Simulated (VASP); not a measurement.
Wanted: the native input for a VASP 6.6.1 run.

```yaml
Task: single point
Functional: LDA
Potentials_or_basis: VASP PAW LDA potentials, release 64 (B, As_d)
Cutoff: 560 eV
k_mesh: 8 × 8 × 8
Occupations: gaussian, width 0.02 eV
Spin: no spin polarisation
Dipole_correction: no
Further_INCAR_settings: ALGO = Normal; EDIFF = 1e-06; NBANDS = 16
```

The structure of BAs lies in POSCAR:

```
BAs
1.0
    0.0000000000      2.3663000000      2.3663000000
    2.3663000000      0.0000000000      2.3663000000
    2.3663000000      2.3663000000      0.0000000000
B As
1 1
Direct
    0.0000000000      0.0000000000      0.0000000000
    0.2500000000      0.2500000000      0.2500000000
```

The input as run:

INCAR

```
SYSTEM = BAs
  PREC = Accurate
  ENCUT = 560
  EDIFF = 1E-6
  ISMEAR = 0
  SIGMA = 0.02
  LREAL = .False.
  LASPH = .True.
  NELM = 120
  ALGO = Normal
  ISIF = 2
  LWAVE = .False.
  LCHARG = .False.
  NBANDS = 16
  GGA_COMPAT = .False.
```

KPOINTS

```
Automatic mesh
0
Gamma
  8 8 8
  0 0 0
```

Potentials or basis: VASP PAW LDA potentials, release 64 (B, As_d).

The run is started by

```console
$ cat potpaw_LDA.64/B/POTCAR potpaw_LDA.64/As_d/POTCAR > POTCAR
$ mpirun -np 1 vasp_std > vasp.out
```

It gave:

```json
{
 "Pressure": "1.0 GPa",
 "Band gap on the k mesh": "1.12 eV (least direct gap 3.28 eV)"
}
```

Run time: 8.7 s on 1 thread of Intel(R) Xeon(R) Platinum 8559C (Emerald Rapids), on a shared host, peak memory 0.14 GiB.
